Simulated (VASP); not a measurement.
# InGa2N3 (P6/mmm) in VASP: notebook, part 2 of 2

VASP 6.6.1. Earlier steps stand in the parts before.

### 3 Single point, PBE

This run uses another cell than the first one, of 18.99 Å³/atom.

INCAR reads:

```
ALGO     = Normal         # electronic algorithm
EDIFF    = 1E-7           # SCF threshold, eV
ENCUT    = 520            # plane-wave cutoff, eV
GGA      = PE             # functional
ISIF     = 2              # what is computed and relaxed
ISMEAR   = 0              # smearing method
LASPH    = T              # aspherical terms in the spheres
LCHARG   = F              # write CHGCAR
LREAL    = F              # projectors in reciprocal space
LWAVE    = F              # write WAVECAR
NBANDS   = 36             # bands
NELM     = 80             # most SCF steps
PREC     = Accurate       # precision mode
SIGMA    = 0.1            # smearing width, eV
```

KPOINTS reads:

```
k-points
0
Gamma
  3 3 6
```

POSCAR reads:

```
InGa2N3
1.0
    6.2775513254      0.0000000000      0.0000000000
   -3.1387756627      5.4365189213      0.0000000000
    0.0000000000      0.0000000000      3.3382901218
In Ga N
1 2 3
Direct
    0.0000000000      0.0000000000      0.0000000000
    0.3333333333      0.6666666667      0.5000000000
    0.6666666667      0.3333333333      0.5000000000
    0.5000000000      0.0000000000      0.5000000000
    0.0000000000      0.5000000000      0.5000000000
    0.5000000000      0.5000000000      0.5000000000
```

Potentials or basis: VASP PAW PBE potentials, release 64 (In_d, Ga_d, N).

On the command line:

```
cat potpaw_PBE.64/In_d/POTCAR potpaw_PBE.64/Ga_d/POTCAR potpaw_PBE.64/N/POTCAR > POTCAR
mpirun -np 1 vasp_std > vasp.out
```

OUTCAR:

```text
EDIFF = 1E-7
   ENCUT = 520
   GGA = PE
   ISIF = 2
   ISMEAR = 0
   LASPH = T
   LREAL = F
   NELM = 80
   PREC = Accurate

 ion  position               nearest neighbor table
   1  0.000  0.000  0.000-
   2  0.333  0.667  0.500-   4 1.81   5 1.81   6 1.81
   3  0.667  0.333  0.500-   4 1.81   5 1.81   6 1.81
   4  0.500  0.000  0.500-   2 1.81   3 1.81
   5  0.000  0.500  0.500-   2 1.81   3 1.81
   6  0.500  0.500  0.500-   2 1.81   3 1.81

  LATTYP: Found a hexagonal cell.
 ALAT       =     6.2775513254
 C/A-ratio  =     0.5317822107

  Lattice vectors:

 A1 = (   6.2775513254,   0.0000000000,   0.0000000000)
 A2 = (  -3.1387756627,   5.4365189213,   0.0000000000)
 A3 = (   0.0000000000,   0.0000000000,   3.3382901218)

Analysis of symmetry for initial positions (statically):
=====================================================================
 Subroutine PRICEL returns:
 Original cell was already a primitive cell.

 Routine SETGRP: Setting up the symmetry group for a
 hexagonal supercell.

 Subroutine GETGRP returns: Found 24 space group operations
 (whereof 24 operations were pure point group operations)
 out of a pool of 24 trial point group operations.

The static configuration has the point symmetry D_6h.

Analysis of symmetry for dynamics (positions and initial velocities):
=====================================================================
 Subroutine PRICEL returns:
 Original cell was already a primitive cell.

 Routine SETGRP: Setting up the symmetry group for a
 hexagonal supercell.

 Subroutine GETGRP returns: Found 24 space group operations
 (whereof 24 operations were pure point group operations)
 out of a pool of 24 trial point group operations.

The dynamic configuration has the point symmetry D_6h.

 Subroutine INISYM returns: Found 24 space group operations
 (whereof 24 operations are pure point group operations),
 and found     1 'primitive' translations

----------------------------------------------------------------------------------------

                                     Primitive cell

  volume of cell :     113.9293

  direct lattice vectors                    reciprocal lattice vectors
     6.277551325  0.000000000  0.000000000     0.159297782  0.091970617  0.000000000
    -3.138775663  5.436518921  0.000000000     0.000000000  0.183941234  0.000000000
     0.000000000  0.000000000  3.338290122     0.000000000  0.000000000  0.299554551

  length of vectors
     6.277551325  6.277551325  3.338290122     0.183941234  0.183941234  0.299554551

  position of ions in fractional coordinates (direct lattice)
     0.000000000  0.000000000  0.000000000
     0.333333333  0.666666667  0.500000000
     0.666666667  0.333333333  0.500000000
     0.500000000  0.000000000  0.500000000
     0.000000000  0.500000000  0.500000000
     0.500000000  0.500000000  0.500000000

  ion indices of the primitive-cell ions
   primitive index   ion index
                 1           1
                 2           2
                 3           3
                 4           4
                 5           5
                 6           6

[... 29 lines left out ...]
  0.333333  0.000000  0.000000      6.000000
  0.333333  0.333333  0.000000      2.000000
  0.000000  0.000000  0.166667      2.000000
  0.333333  0.000000  0.166667     12.000000
  0.333333  0.333333  0.166667      4.000000
  0.000000  0.000000  0.333333      2.000000
  0.333333  0.000000  0.333333     12.000000
  0.333333  0.333333  0.333333      4.000000
  0.000000  0.000000  0.500000      1.000000
  0.333333  0.000000  0.500000      6.000000
  0.333333  0.333333  0.500000      2.000000
   k-points           NKPTS =     12   k-points in BZ     NKDIM =     12   number of bands    NBANDS=     36
   number of dos      NEDOS =    301   number of ions     NIONS =      6
   total plane-waves  NPLWV =  64512
   dimension x,y,z NGX =    48 NGY =   48 NGZ =   28
   dimension x,y,z NGXF=    96 NGYF=   96 NGZF=   56
   ions per type =               1   2   3
   NGX,Y,Z   is equivalent  to a cutoff of  12.71, 12.71, 13.94 a.u.
   NGXF,Y,Z  is equivalent  to a cutoff of  25.42, 25.42, 27.89 a.u.
 SYSTEM =  unknown system
   PREC   = accura    normal or accurate (medium, high low for compatibility)
   ISTART =      0    job   : 0-new  1-cont  2-samecut
   ICHARG =      2    charge: 1-file 2-atom 10-const
   ISPIN  =      1    spin polarized calculation?
   LNONCOLLINEAR =      F non collinear calculations
   LSORBIT =      F    spin-orbit coupling
   LASPH  =      T    aspherical Exc in radial PAW
   ENCUT  =  520.0 eV  38.22 Ry    6.18 a.u.  11.67 11.67  6.21*2*pi/ulx,y,z
   NELM   =     80;   NELMIN=  2; NELMDL= -5     # of ELM steps
   EDIFF  = 0.1E-06   stopping-criterion for ELM
   LREAL  =      F    real-space projection
   EDIFFG = 0.1E-05   stopping-criterion for IOM
   NSW    =      0    number of steps for IOM
   IBRION =     -1    ionic relax: 0-MD 1-quasi-New 2-CG
   NFREE  =      0    steps in history (QN), initial steepest desc. (CG)
   ISIF   =      2    stress and relaxation
   ISYM   =      2    0-nonsym 1-usesym 2-fastsym
   POTIM  = 0.5000    time-step for ionic-motion
   TEBEG  =    0.0;   TEEND  =   0.0 temperature during run
   PSTRESS=    0.0 pullay stress
   NELECT =      54.0000    total number of electrons
   NUPDOWN=      -1.0000    fix difference up-down
   EMIN   =  10.00;   EMAX   =-10.00  energy-range for DOS
   EFERMI =   0.00;   METHOD = LEGACY
   ISMEAR =     0;   SIGMA  =   0.10  broadening in eV -4-tet -1-fermi 0-gaus
   EFERMI_NEDOS =   21; number of points for ismear=-14 and -15
   IALGO  =     38    algorithm
   IMIX   =      4    mixing-type and parameters
     AMIX     =   0.40;   BMIX     =  1.00
     AMIX_MAG =   1.60;   BMIX_MAG =  1.00
  volume/ion in A,a.u.               =      18.99       128.14
  Fermi-wavevector in a.u.,A,eV,Ry     =   1.276422  2.412088 22.167340  1.629254
  Thomas-Fermi vector in A             =   2.409079
   LORBIT       =      0    0 simple, 1 ext, 2 COOP (PROOUT), +10 PAW based schemes
   GGA     = PE    functional components
   LHFCALC =     F    Hartree Fock is set to
   AEXX    =    0.0000 exact exchange contribution
   IVDW    =     0    specifies the selected vdW correction
   LEPSILON=     F    determine dielectric tensor
   LRPA    =     F    only Hartree local field effects (RPA)
 non-spin polarized calculation
 Gauss-broadening in eV      SIGMA  =   0.10
  energy-cutoff  :      520.00
  volume of cell :      113.93
 maximum number of plane-waves:      3105
 NGX is ok and might be reduce to    48
   NGX = 23   NGY = 23   NGZ = 13

 number of electron      54.0000040 magnetization

 Free energy of the ion-electron system (eV)
  ---------------------------------------------------
  ext. energy  EPLUGINS =         0.00000000
  ---------------------------------------------------
  free energy    TOTEN  =       -27.62126372 eV

  energy without entropy =      -27.57782862  energy(sigma->0) =      -27.59954617

 E-fermi :   2.2397     XC(G=0):  -9.3220

 val. band max:        2.2392972090   @ k =   0.3333   0.0000   0.1667
 cond. band min:       2.2713206219   @ k =   0.3333   0.3333   0.1667
 fundamental gap:      0.0320234129
 Fermi energy:         2.2396930851

 k-point     1 :       0.0000    0.0000    0.0000
  band No.  band energies     occupation
      1     -12.8663      2.00000
      2     -12.4352      2.00000
      3     -12.4352      2.00000
      4     -11.6678      2.00000
      5     -11.6144      2.00000
      6     -11.4732      2.00000
[... 457 lines left out ...]
     35       9.3921      0.00000
     36      11.3279      0.00000

------------------------ aborting loop because EDIFF is reached ----------------------------------------

  FORCE on cell =-STRESS in cart. coord.  units (eV):
  Direction    XX          YY          ZZ          XY          YZ          ZX
  --------------------------------------------------------------------------------------
  -------------------------------------------------------------------------------------
  Total       -0.4982901     -0.4982901      0.1128032      0.0000000     -0.0000000      0.0000000
  in kB       -7.0074112     -7.0074112      1.5863414      0.0000000     -0.0000000      0.0000000
  external PRESSURE =      -4.1428270 kB  Pullay stress =       0.0000000 kB

 VOLUME and BASIS-vectors are now :
 -----------------------------------------------------------------------------
  energy-cutoff  :      520.00
  volume of cell :      113.93
      direct lattice vectors                 reciprocal lattice vectors
     6.277551325  0.000000000  0.000000000     0.159297782  0.091970617  0.000000000
    -3.138775663  5.436518921  0.000000000     0.000000000  0.183941234  0.000000000
     0.000000000  0.000000000  3.338290122     0.000000000  0.000000000  0.299554551

 POSITION                                       TOTAL-FORCE (eV/Angst)
 -----------------------------------------------------------------------------------
      0.00000      0.00000      0.00000         0.000000      0.000000      0.000000
     -0.00000      3.62435      1.66915         0.000000     -0.000000      0.000000
      3.13878      1.81217      1.66915        -0.000000      0.000000      0.000000
      3.13878      0.00000      1.66915         0.000000      0.000000      0.000000
     -1.56939      2.71826      1.66915         0.000000      0.000000      0.000000
      1.56939      2.71826      1.66915         0.000000      0.000000      0.000000
 -----------------------------------------------------------------------------------
    total drift:                               -0.000000      0.000000     -0.000000

  FREE ENERGIE OF THE ION-ELECTRON SYSTEM (eV)
  ---------------------------------------------------
  free  energy   TOTEN  =       -27.6212637232 eV

  energy  without entropy=      -27.5778286220  energy(sigma->0) =      -27.59954617
```

Run time: 29 s. Hardware: 1 thread of Intel Xeon 6975P-C (Granite Rapids), shared host; peak memory 0.25 GiB.

What came out:

```yaml
Free_energy: -27.6213 eV
Pressure: -0.4 GPa
Band_gap_on_the_k_mesh: zero (bands 27 and 28 overlap by 0.81 eV)
```

Caveat: the k points lie up to 0.39 Å⁻¹ apart, too coarse for converged energies and pressures of a metal; spin-orbit coupling is left out, which moves the levels of the heavy elements.

### 4 Single point, PBE

INCAR reads:

```
PREC = Accurate
ENCUT = 520
EDIFF = 1E-6
ISMEAR = 0
SIGMA = 0.1
LREAL = False
LASPH = True
NELM = 80
ALGO = Normal
ISIF = 2
LWAVE = False
LCHARG = False
GGA = PE
NBANDS = 36
```

KPOINTS reads:

```
Automatic mesh
0
Gamma
  6 6 4
```

POSCAR reads:

```
InGa2N3
1.0
    4.9060318900      0.0000000000      0.0000000000
   -2.4530159500      4.2487482500      0.0000000000
    0.0000000000      0.0000000000      5.1362807500
In Ga N
1 2 3
Direct
    0.0000000000      0.0000000000      0.0000000000
    0.3333333300      0.6666666700      0.5000000000
    0.6666666700      0.3333333300      0.5000000000
    0.5000000000      0.0000000000      0.5000000000
    0.0000000000      0.5000000000      0.5000000000
    0.5000000000      0.5000000000      0.5000000000
```

On the command line:

```
cat potpaw_PBE.64/In_d/POTCAR potpaw_PBE.64/Ga_d/POTCAR potpaw_PBE.64/N/POTCAR > POTCAR
mpirun -np 1 vasp_std > vasp.out
```

Wall time 38 s (1 thread of Intel Xeon 6975P-C (Granite Rapids), shared host); peak memory 0.26 GiB.

The run converged. Its results:

| Property | Result |
| --- | --- |
| Free energy | -5.0786 eV |
| Pressure | 110.2 GPa |
| Band gap on the k mesh | zero (bands 27 and 28 overlap by 1.79 eV) |

Stress tensor (GPa, compression positive):
```
166.96   0.00   0.00
  0.00 166.96   0.00
  0.00   0.00  -3.40
```

Levels at points of the mesh, in eV from the Fermi level:
| k point | band 23 | band 24 | band 25 | band 26 | band 27 | band 28 | band 29 | band 30 | band 31 | band 32 |
| --- | --- | --- | --- | --- | --- | --- | --- | --- | --- | --- |
| (0.00, 0.00, 0.00) | -5.13 | -1.26 | -1.26 | -0.43 | 0.93 | 0.93 | 3.02 | 3.02 | 3.07 | 4.03 |
| (0.50, 0.00, 0.00) | -4.34 | -3.47 | -1.74 | -1.30 | -1.23 | -0.19 | 0.47 | 2.11 | 2.44 | 4.68 |
| (0.00, 0.00, 0.50) | -3.39 | -1.35 | -1.35 | -0.43 | 0.96 | 1.07 | 1.07 | 2.35 | 2.35 | 3.44 |
| (0.50, 0.00, 0.50) | -4.34 | -2.82 | -1.90 | -1.65 | -1.58 | 0.47 | 1.18 | 2.36 | 2.50 | 4.65 |

Caveat: the cell stands under pressure; spin-orbit coupling is left out, which moves the levels of the heavy elements.

### 5 Overview

| spin | cell | k mesh | gap on the mesh (eV) | pressure (GPa) |
| --- | --- | --- | --- | --- |
| collinear, ferromagnetic start | a = 4.906, b = 4.906, c = 5.136 Å, angles 90.0, 90.0, 120.0°, 6 atoms | 6 × 6 × 4 | none | 110.3 |
| off | a = 6.278, b = 6.278, c = 3.338 Å, angles 90.0, 90.0, 120.0°, 6 atoms | 3 × 3 × 6 | none | -0.4 |
| off | a = 4.906, b = 4.906, c = 5.136 Å, angles 90.0, 90.0, 120.0°, 6 atoms | 6 × 6 × 4 | none | 110.2 |

Alike in all rows: task single point; level PBE; potentials or basis VASP PAW PBE potentials, release 64 (In_d, Ga_d, N); cutoff (eV) 520; smearing gaussian 0.1 eV.

Caveats: some runs use coarse meshes; spin-orbit coupling is left out, which moves the levels of the heavy elements; the cell stands under pressure (at least some runs).

Total energies depend on the potentials used, so only differences within one code and one set of settings carry meaning.
